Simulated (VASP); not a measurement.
Input of a VASP 6.6.1 run:

Contents of POSCAR:

```
AlCu
1.0
    2.8334967594      0.0000000000      0.0000000000
    0.0000000000      2.8334967594      0.0000000000
    0.0000000000      0.0000000000      2.8334967594
Al Cu
1 1
Direct
    0.0000000000      0.0000000000      0.0000000000
    0.5000000000      0.5000000000      0.5000000000
```

The input INCAR.step1:

```
ALGO = Normal
EDIFF = 1E-4
ENCUT = 520
GGA = PE
ISMEAR = 0
LASPH = T
LCHARG = F
LREAL = F
LWAVE = T
NBANDS = 14
NELM = 60
PREC = Accurate
SIGMA = 0.1
```

The input INCAR.step2:

```
ALGO = Normal
EDIFF = 1E-7
ENCUT = 520
ISIF = 2
ISMEAR = 0
ISTART = 1
LASPH = T
LCHARG = F
LMIXTAU = T
LREAL = F
LWAVE = F
METAGGA = R2SCAN
NBANDS = 14
NELM = 60
PREC = Accurate
SIGMA = 0.1
```

KPOINTS

```
k-points
0
Gamma
  14 14 14
```

Potentials or basis: VASP PAW PBE potentials, release 64 (Al, Cu).

Command:

```bash
$ cat potpaw_PBE.64/Al/POTCAR potpaw_PBE.64/Cu/POTCAR > POTCAR
$ cp INCAR.step1 INCAR
$ mpirun -np 1 vasp_std > vasp.out
$ cp INCAR.step2 INCAR
$ mpirun -np 1 vasp_std > vasp.out
```

(1) Estimate the pressure.

(2) Estimate the band gap on the k mesh.

Answers

(1) 22.5 GPa.

(2) zero (band 7 reaches 15.86 eV, above the bottom of band 8 at 10.38 eV).

Caveat: the PAW data sets were made with another functional, which shifts forces and pressure a little.
